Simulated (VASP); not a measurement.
Write the native input for VASP 6.6.1 that does the following.

```yaml
Task: relaxation of cell and atoms
Functional: PBEsol
Potentials_or_basis: VASP PAW PBE potentials, release 64 (Zr_sv, C)
Cutoff: 600 eV
k_mesh: 8 × 8 × 8
Occupations: gaussian, width 0.1 eV
Spin: no spin polarisation
Dipole_correction: no
Further_INCAR_settings: ALGO = Normal; EDIFF = 1e-06; IBRION = 2; EDIFFG = -0.05; NSW = 80; ISIF = 3
```

The structure of ZrC lies in POSCAR:

```
ZrC
1.0
    0.0000000000      2.2362946659      2.2362946659
    2.2362946659      0.0000000000      2.2362946659
    2.2362946659      2.2362946659      0.0000000000
Zr C
1 1
Direct
    0.0000000000      0.0000000000      0.0000000000
    0.5000000000      0.5000000000      0.5000000000
```

These files were run (other wordings do the same):

INCAR

```
SYSTEM = ZrC
ALGO = Normal
EDIFF = 1E-6
EDIFFG = -0.05
ENCUT = 600
GGA = PS
IBRION = 2
ISIF = 3
ISMEAR = 0
LASPH = .True.
LCHARG = .False.
LREAL = .False.
LWAVE = .False.
NELM = 60
NSW = 80
PREC = Accurate
SIGMA = 0.1
```

KPOINTS

```
k-points
0
Gamma
  8 8 8
  0 0 0
```

Potentials or basis: VASP PAW PBE potentials, release 64 (Zr_sv, C).

The run is started by

```sh
$ cat potpaw_PBE.64/Zr_sv/POTCAR potpaw_PBE.64/C/POTCAR > POTCAR
$ mpirun -np 1 vasp_std > vasp.out
```

It gave:

| Property | Result |
| --- | --- |
| Relaxed volume | 12.76 Å³/atom |
| Relaxed cell | a = 3.305 Å, b = 3.305 Å, c = 3.305 Å, α = 60.00°, β = 60.00°, γ = 60.00° |
| Space group after relaxing (to 0.05 Å) | Fm-3m (No. 225) |
| Energy gained by relaxing | 173.4 meV/atom |
| Ionic steps | 4 |
| Pressure after relaxing | -0.3 GPa |
| Band gap on the k mesh | zero (band 8 reaches 10.65 eV, above the bottom of band 9 at 9.32 eV) |

Caveat: the PAW data sets were made with another functional, which shifts forces and pressure a little.

Wall time 19 s on 1 thread of Intel(R) Xeon(R) 6975P-C (Granite Rapids), with other jobs on the host, peak memory 0.16 GiB.
